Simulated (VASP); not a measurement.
# Sb (R-3m) in VASP: notebook

Sb is run at these levels: LDA; tasks: electric field gradients.

Everything below comes from runs of VASP 6.6.1. Logs are shortened: lines on timing, memory, paths and dates and some standing lists are left out, and cuts for length are marked.

## Step 1: The cell of the first run

It takes space group R-3m (No. 166, trigonal). The conventional cell has a = 4.272 Å, b = 4.272 Å, c = 11.157 Å, α = 90.00°, β = 90.00°, γ = 120.00°. Within 3.8 Å of Sb (site symmetry 3m) lie 6 Sb at 2.88 to 3.32 Å.

## Step 2: Electric field gradients, LDA (29.39 Å³/atom)

Contents of INCAR:

```
SYSTEM = Sb
PREC = Accurate ; ENCUT = 520
EDIFF = 1E-8 ; ISMEAR = -1
SIGMA = 0.03 ; LREAL = .False.
LASPH = .True. ; NELM = 80
ALGO = Normal ; ISIF = 2
LWAVE = .False. ; LCHARG = .False.
GGA = CA ; LEFG = .True.
NBANDS = 12
```

Contents of KPOINTS:

```
regular mesh
0
Gamma
  12 12 12
  0 0 0
```

Contents of POSCAR:

```
Sb
1.0
    2.1361663378      1.2333162102      3.7188717261
   -2.1361663378      1.2333162102      3.7188717261
    0.0000000000     -2.4666324202      3.7188717261
Sb
2
Direct
    0.2336400000      0.2336400000      0.2336400000
    0.7663600000      0.7663600000      0.7663600000
```

Potentials or basis: VASP PAW LDA potentials, release 64 (Sb).

Command:

```
$ cat potpaw_LDA.64/Sb/POTCAR > POTCAR
$ mpirun -np 1 vasp_std > vasp.out
```

OUTCAR:

```text
SYSTEM = Sb
   PREC = Accurate
   ENCUT = 520
   EDIFF = 1E-8
   ISMEAR = -1
   LREAL = .False.
   LASPH = .True.
   NELM = 80
   ISIF = 2
   GGA = CA

 ion  position               nearest neighbor table
   1  0.234  0.234  0.234-   2 2.88   2 2.88   2 2.88   2 3.32   2 3.32   2 3.32
   2  0.766  0.766  0.766-   1 2.88   1 2.88   1 2.88   1 3.32   1 3.32   1 3.32

  LATTYP: Found a trigonal (rhomboedric) cell.
 ALAT       =     4.4625421468
 COS(alpha) =     0.5417151843

  Lattice vectors:

 A1 = (   2.1361663378,   1.2333162102,   3.7188717261)
 A2 = (  -2.1361663378,   1.2333162102,   3.7188717261)
 A3 = (   0.0000000000,  -2.4666324202,   3.7188717261)

Analysis of symmetry for initial positions (statically):
=====================================================================
 Subroutine PRICEL returns:
 Original cell was already a primitive cell.

 Routine SETGRP: Setting up the symmetry group for a
 trigonal (rhombohedral) supercell.

 Subroutine GETGRP returns: Found 12 space group operations
 (whereof 12 operations were pure point group operations)
 out of a pool of 12 trial point group operations.

The static configuration has the point symmetry D_3d.

Analysis of symmetry for dynamics (positions and initial velocities):
=====================================================================
 Subroutine PRICEL returns:
 Original cell was already a primitive cell.

 Routine SETGRP: Setting up the symmetry group for a
 trigonal (rhombohedral) supercell.

 Subroutine GETGRP returns: Found 12 space group operations
 (whereof 12 operations were pure point group operations)
 out of a pool of 12 trial point group operations.

The dynamic configuration has the point symmetry D_3d.

 Subroutine INISYM returns: Found 12 space group operations
 (whereof 12 operations are pure point group operations),
 and found     1 'primitive' translations

----------------------------------------------------------------------------------------

                                     Primitive cell

  volume of cell :      58.7857

  direct lattice vectors                    reciprocal lattice vectors
     2.136166338  1.233316210  3.718871726     0.234064170  0.135137011  0.089632920
[... 135 lines left out ...]

 val. band max:        7.3515114983   @ k =   0.4167   0.3333   0.3333
 cond. band min:       7.5326493254   @ k =  -0.4167   0.5000   0.4167
 fundamental gap:      0.1811378270
 Fermi energy:         7.4990531452

 k-point     1 :       0.0000    0.0000    0.0000
  band No.  band energies     occupation
      1      -5.4635      2.00000
      2       2.7492      2.00000
      3       5.3798      2.00000
      4       5.6425      2.00000
      5       5.6425      2.00000
      6       9.5618      0.00000
      7      10.2069      0.00000
      8      10.2069      0.00000
      9      12.5426      0.00000
     10      12.5426      0.00000
     11      12.7264      0.00000
     12      13.9728      0.00000
[... 331 lines left out ...]
 k-point    24 :      -0.4167    0.1667   -0.0000
  band No.  band energies     occupation
      1      -2.8728      2.00000
      2      -2.1180      2.00000
      3       3.6526      2.00000
      4       5.1771      2.00000
      5       5.7432      2.00000
      6       8.4253      0.00000
      7       8.7907      0.00000
      8      10.6257      0.00000
      9      13.9918      0.00000
     10      14.5304      0.00000
     11      15.1245      0.00000
     12      17.4535      0.00000

 [... further k-points ...]

------------------------ aborting loop because EDIFF is reached ----------------------------------------

  FORCE on cell =-STRESS in cart. coord.  units (eV):
  Direction    XX          YY          ZZ          XY          YZ          ZX
  --------------------------------------------------------------------------------------
  -------------------------------------------------------------------------------------
  Total        0.3453411      0.3453411      0.0622537      0.0000000      0.0000000     -0.0000000
  in kB        9.4121087      9.4121087      1.6966949      0.0000000      0.0000000     -0.0000000
  external PRESSURE =       6.8403041 kB  Pullay stress =       0.0000000 kB

 VOLUME and BASIS-vectors are now :
 -----------------------------------------------------------------------------
  energy-cutoff  :      520.00
  volume of cell :       58.79
      direct lattice vectors                 reciprocal lattice vectors
     2.136166338  1.233316210  3.718871726     0.234064170  0.135137011  0.089632920
    -2.136166338  1.233316210  3.718871726    -0.234064170  0.135137011  0.089632920
     0.000000000 -2.466632420  3.718871726     0.000000000 -0.270274023  0.089632920

 POSITION                                       TOTAL-FORCE (eV/Angst)
 -----------------------------------------------------------------------------------
      0.00000      0.00000      2.60663         0.000000      0.000000      0.247711
      0.00000      0.00000      8.54998         0.000000     -0.000000     -0.247711
 -----------------------------------------------------------------------------------
    total drift:                                0.000000     -0.000000      0.000000

  FREE ENERGIE OF THE ION-ELECTRON SYSTEM (eV)
  ---------------------------------------------------
  free  energy   TOTEN  =        -9.6199133623 eV

  energy  without entropy=       -9.6195759634  energy(sigma->0) =       -9.61974466

 Electric field gradients (V/A^2)
---------------------------------------------------------------------
 ion       V_xx      V_yy      V_zz      V_xy      V_xz      V_yz
---------------------------------------------------------------------
   1      21.456    21.456   -42.912    -0.000    -0.000    -0.000
   2      21.456    21.456   -42.912    -0.000    -0.000    -0.000
---------------------------------------------------------------------

 Electric field gradients after diagonalization (V/A^2)
 (convention: |V_zz| > |V_xx| > |V_yy|)
----------------------------------------------------------------------
 ion       V_xx      V_yy      V_zz     asymmetry (V_yy - V_xx)/ V_zz
----------------------------------------------------------------------
   1      21.456    21.456   -42.912       0.000
   2      21.456    21.456   -42.912       0.000
----------------------------------------------------------------------

           NMR quadrupolar parameters

 Cq : quadrupolar parameter    Cq=e*Q*V_zz/h
 eta: asymmetry parameters     (V_yy - V_xx)/ V_zz
 Q  : nuclear electric quadrupole moment in mb (millibarn)
----------------------------------------------------------------------
 ion       Cq(MHz)       eta       Q (mb)
----------------------------------------------------------------------
   1      -0.104       0.000       1.000
   2      -0.104       0.000       1.000
----------------------------------------------------------------------
```

Wall time 55 s (1 thread of AMD EPYC 9R45 (Zen 5), shared host); peak memory 0.22 GiB.

What came out:

```yaml
Free_energy: -9.6199 eV
Pressure: 0.7 GPa
Largest_force: 0.248 eV/Å
Band_gap_on_the_k_mesh: zero (bands 5 and 6 overlap by 0.32 eV)
Largest_electric_field_gradient_by_atom: Sb -42.9 V/Å²
```

Forces on the atoms (eV/Å):
```
Sb   0.000  0.000  0.248
Sb   0.000  0.000 -0.248
```

Stress tensor (GPa, compression positive):
```
0.94 0.00 0.00
0.00 0.94 0.00
0.00 0.00 0.17
```

Electric field gradients, principal values (V/Å²):
```csv
atom,least,middle,greatest (by size)
1 Sb,21.456,21.456,-42.912
2 Sb,21.456,21.456,-42.912
```

Caveat: without QUAD_EFG the Cq values of the log hold for a quadrupole moment of 1 mb, not for the nuclei; spin-orbit coupling is left out, which moves the levels of the heavy elements.

## Step 3: Electric field gradients, LDA (29.39 Å³/atom)

Contents of INCAR:

```
  PREC = Accurate
  ENCUT = 520
  EDIFF = 1E-8
  ISMEAR = -1
  SIGMA = 0.03
  LREAL = F
  LASPH = T
  NELM = 80
  ALGO = Normal
  ISIF = 2
  LWAVE = F
  LCHARG = F
  LEFG = T
  NBANDS = 12
```

Contents of KPOINTS:

```
regular mesh
0
Gamma
  12 12 12
```

POSCAR is that of step 2.

Potentials or basis: VASP PAW LDA potentials, release 64 (Sb).

Command:

```
$ cat potpaw_LDA.64/Sb/POTCAR > POTCAR
$ mpirun -np 1 vasp_std > vasp.out
```

OUTCAR:

```text
PREC = Accurate
   ENCUT = 520
   EDIFF = 1E-8
   ISMEAR = -1
   LREAL = F
   LASPH = T
   NELM = 80
   ISIF = 2

 ion  position               nearest neighbor table
   1  0.234  0.234  0.234-   2 2.88   2 2.88   2 2.88   2 3.32   2 3.32   2 3.32
   2  0.766  0.766  0.766-   1 2.88   1 2.88   1 2.88   1 3.32   1 3.32   1 3.32

  LATTYP: Found a trigonal (rhomboedric) cell.
 ALAT       =     4.4625421468
 COS(alpha) =     0.5417151843

  Lattice vectors:

 A1 = (   2.1361663378,   1.2333162102,   3.7188717261)
 A2 = (  -2.1361663378,   1.2333162102,   3.7188717261)
 A3 = (   0.0000000000,  -2.4666324202,   3.7188717261)

Analysis of symmetry for initial positions (statically):
=====================================================================
 Subroutine PRICEL returns:
 Original cell was already a primitive cell.

 Routine SETGRP: Setting up the symmetry group for a
 trigonal (rhombohedral) supercell.

 Subroutine GETGRP returns: Found 12 space group operations
 (whereof 12 operations were pure point group operations)
 out of a pool of 12 trial point group operations.

The static configuration has the point symmetry D_3d.

Analysis of symmetry for dynamics (positions and initial velocities):
=====================================================================
 Subroutine PRICEL returns:
 Original cell was already a primitive cell.

 Routine SETGRP: Setting up the symmetry group for a
 trigonal (rhombohedral) supercell.

 Subroutine GETGRP returns: Found 12 space group operations
 (whereof 12 operations were pure point group operations)
 out of a pool of 12 trial point group operations.

The dynamic configuration has the point symmetry D_3d.

 Subroutine INISYM returns: Found 12 space group operations
 (whereof 12 operations are pure point group operations),
 and found     1 'primitive' translations

----------------------------------------------------------------------------------------

                                     Primitive cell

  volume of cell :      58.7857

  direct lattice vectors                    reciprocal lattice vectors
     2.136166338  1.233316210  3.718871726     0.234064170  0.135137011  0.089632920
    -2.136166338  1.233316210  3.718871726    -0.234064170  0.135137011  0.089632920
     0.000000000 -2.466632420  3.718871726     0.000000000 -0.270274023  0.089632920

  length of vectors
     4.462542147  4.462542147  4.462542147     0.284749201  0.284749201  0.284749201

  position of ions in fractional coordinates (direct lattice)
     0.233640000  0.233640000  0.233640000
     0.766360000  0.766360000  0.766360000

  ion indices of the primitive-cell ions
   primitive index   ion index
                 1           1
                 2           2

----------------------------------------------------------------------------------------

 KPOINTS: regular mesh

Automatic generation of k-mesh.
 Grid dimensions read from file:
 generate k-points for:   12   12   12

 Generating k-lattice:
[... 79 lines left out ...]
   IALGO  =     38    algorithm
   IMIX   =      4    mixing-type and parameters
     AMIX     =   0.40;   BMIX     =  1.00
     AMIX_MAG =   1.60;   BMIX_MAG =  1.00
  volume/ion in A,a.u.               =      29.39       198.35
  Fermi-wavevector in a.u.,A,eV,Ry     =   0.907091  1.714153 11.195065  0.822814
  Thomas-Fermi vector in A             =   2.030857
   LORBIT       =      0    0 simple, 1 ext, 2 COOP (PROOUT), +10 PAW based schemes
   GGA     = CA    functional components
   LHFCALC =     F    Hartree Fock is set to
   AEXX    =    0.0000 exact exchange contribution
   IVDW    =     0    specifies the selected vdW correction
   LEPSILON=     F    determine dielectric tensor
   LRPA    =     F    only Hartree local field effects (RPA)
 non-spin polarized calculation
  energy-cutoff  :      520.00
  volume of cell :       58.79
 maximum number of plane-waves:      1599
 NGX is ok and might be reduce to    36
   NGX = 17   NGY = 17   NGZ = 17

 number of electron      10.0000000 magnetization

 Free energy of the ion-electron system (eV)
  ---------------------------------------------------
  ext. energy  EPLUGINS =         0.00000000
  ---------------------------------------------------
  free energy    TOTEN  =        -9.61991336 eV

  energy without entropy =       -9.61957596  energy(sigma->0) =       -9.61974466

 E-fermi :   7.4991     XC(G=0):  -9.8317

 val. band max:        7.3515114983   @ k =   0.4167   0.3333   0.3333
 cond. band min:       7.5326493254   @ k =  -0.4167   0.5000   0.4167
 fundamental gap:      0.1811378270
 Fermi energy:         7.4990531452

 k-point     1 :       0.0000    0.0000    0.0000
  band No.  band energies     occupation
      1      -5.4635      2.00000
      2       2.7492      2.00000
      3       5.3798      2.00000
      4       5.6425      2.00000
      5       5.6425      2.00000
      6       9.5618      0.00000
      7      10.2069      0.00000
      8      10.2069      0.00000
      9      12.5426      0.00000
     10      12.5426      0.00000
     11      12.7264      0.00000
     12      13.9728      0.00000
[... 331 lines left out ...]
 k-point    24 :      -0.4167    0.1667   -0.0000
  band No.  band energies     occupation
      1      -2.8728      2.00000
      2      -2.1180      2.00000
      3       3.6526      2.00000
      4       5.1771      2.00000
      5       5.7432      2.00000
      6       8.4253      0.00000
      7       8.7907      0.00000
      8      10.6257      0.00000
      9      13.9918      0.00000
     10      14.5304      0.00000
     11      15.1245      0.00000
     12      17.4535      0.00000

 [... further k-points ...]

------------------------ aborting loop because EDIFF is reached ----------------------------------------

  FORCE on cell =-STRESS in cart. coord.  units (eV):
  Direction    XX          YY          ZZ          XY          YZ          ZX
  --------------------------------------------------------------------------------------
  -------------------------------------------------------------------------------------
  Total        0.3453411      0.3453411      0.0622537      0.0000000      0.0000000     -0.0000000
  in kB        9.4121087      9.4121087      1.6966949      0.0000000      0.0000000     -0.0000000
  external PRESSURE =       6.8403041 kB  Pullay stress =       0.0000000 kB

 VOLUME and BASIS-vectors are now :
 -----------------------------------------------------------------------------
  energy-cutoff  :      520.00
  volume of cell :       58.79
      direct lattice vectors                 reciprocal lattice vectors
     2.136166338  1.233316210  3.718871726     0.234064170  0.135137011  0.089632920
    -2.136166338  1.233316210  3.718871726    -0.234064170  0.135137011  0.089632920
     0.000000000 -2.466632420  3.718871726     0.000000000 -0.270274023  0.089632920

 POSITION                                       TOTAL-FORCE (eV/Angst)
 -----------------------------------------------------------------------------------
      0.00000      0.00000      2.60663         0.000000      0.000000      0.247711
      0.00000      0.00000      8.54998         0.000000     -0.000000     -0.247711
 -----------------------------------------------------------------------------------
    total drift:                                0.000000     -0.000000      0.000000

  FREE ENERGIE OF THE ION-ELECTRON SYSTEM (eV)
  ---------------------------------------------------
  free  energy   TOTEN  =        -9.6199133623 eV

  energy  without entropy=       -9.6195759634  energy(sigma->0) =       -9.61974466

 Electric field gradients (V/A^2)
---------------------------------------------------------------------
 ion       V_xx      V_yy      V_zz      V_xy      V_xz      V_yz
---------------------------------------------------------------------
   1      21.456    21.456   -42.912    -0.000    -0.000    -0.000
   2      21.456    21.456   -42.912    -0.000    -0.000    -0.000
---------------------------------------------------------------------

 Electric field gradients after diagonalization (V/A^2)
 (convention: |V_zz| > |V_xx| > |V_yy|)
----------------------------------------------------------------------
 ion       V_xx      V_yy      V_zz     asymmetry (V_yy - V_xx)/ V_zz
----------------------------------------------------------------------
   1      21.456    21.456   -42.912       0.000
   2      21.456    21.456   -42.912       0.000
----------------------------------------------------------------------

           NMR quadrupolar parameters

 Cq : quadrupolar parameter    Cq=e*Q*V_zz/h
 eta: asymmetry parameters     (V_yy - V_xx)/ V_zz
 Q  : nuclear electric quadrupole moment in mb (millibarn)
----------------------------------------------------------------------
 ion       Cq(MHz)       eta       Q (mb)
----------------------------------------------------------------------
   1      -0.104       0.000       1.000
   2      -0.104       0.000       1.000
----------------------------------------------------------------------
```

OSZICAR:

```text
N       E                     dE             d eps       ncg     rms          rms(c)
DAV:   1     0.360940926618E+02    0.36094E+02   -0.35259E+03  4536   0.655E+02
DAV:   2    -0.766616602434E+01   -0.43760E+02   -0.42447E+02  6116   0.110E+02
DAV:   3    -0.963134965655E+01   -0.19652E+01   -0.19557E+01  5532   0.262E+01
DAV:   4    -0.964863761075E+01   -0.17288E-01   -0.17285E-01  5280   0.302E+00
DAV:   5    -0.964886050166E+01   -0.22289E-03   -0.22289E-03  5552   0.369E-01    0.329E+00
DAV:   6    -0.963011007561E+01    0.18750E-01   -0.46350E-03  5248   0.335E-01    0.196E+00
DAV:   7    -0.961990714499E+01    0.10203E-01   -0.97051E-03  5152   0.481E-01    0.550E-02
DAV:   8    -0.961990915718E+01   -0.20122E-05   -0.32765E-04  5312   0.117E-01    0.198E-02
DAV:   9    -0.961991357170E+01   -0.44145E-05   -0.20708E-05  5508   0.260E-02    0.818E-03
DAV:  10    -0.961991330507E+01    0.26663E-06   -0.17464E-06  5404   0.703E-03    0.124E-03
DAV:  11    -0.961991336319E+01   -0.58118E-07   -0.16132E-07  5444   0.245E-03    0.465E-04
DAV:  12    -0.961991336227E+01    0.92479E-09   -0.14339E-08  3728   0.602E-04
   1 F= -.96199134E+01 E0= -.96197447E+01  d E =-.337399E-03
```

stdout:

```text
POSCAR found type information on POSCAR Sb
 POSCAR found :  1 types and       2 ions
 scaLAPACK will be used
 LDA part: xc-table for (Slater(with rela. corr.)+CA(PZ))
 , standard interpolation
 POSCAR, INCAR and KPOINTS ok, starting setup
 FFT: planning ... GRIDC
 FFT: planning ... GRID_SOFT
 FFT: planning ... GRID
 WAVECAR not read
 entering main loop
ion   1

ion   2
```

Run time: 57 s. Hardware: 1 thread of AMD EPYC 9R45 (Zen 5), shared host; peak memory 0.22 GiB.

Results:

```
Free energy                             : -9.6199 eV
Pressure                                : 0.7 GPa
Largest force                           : 0.248 eV/Å
Band gap on the k mesh                  : zero (bands 5 and 6 overlap by 0.32 eV)
Largest electric field gradient by atom : Sb -42.9 V/Å²
```

Forces on the atoms (eV/Å):
```
Sb   0.000  0.000  0.248
Sb   0.000  0.000 -0.248
```

Stress tensor (GPa, compression positive):
```
0.94 0.00 0.00
0.00 0.94 0.00
0.00 0.00 0.17
```

Electric field gradients, principal values (V/Å²):
| atom | least | middle | greatest (by size) |
| --- | --- | --- | --- |
| 1 Sb | 21.456 | 21.456 | -42.912 |
| 2 Sb | 21.456 | 21.456 | -42.912 |

Caveat: without QUAD_EFG the Cq values of the log hold for a quadrupole moment of 1 mb, not for the nuclei; spin-orbit coupling is left out, which moves the levels of the heavy elements.

[end of part 1 of 2]
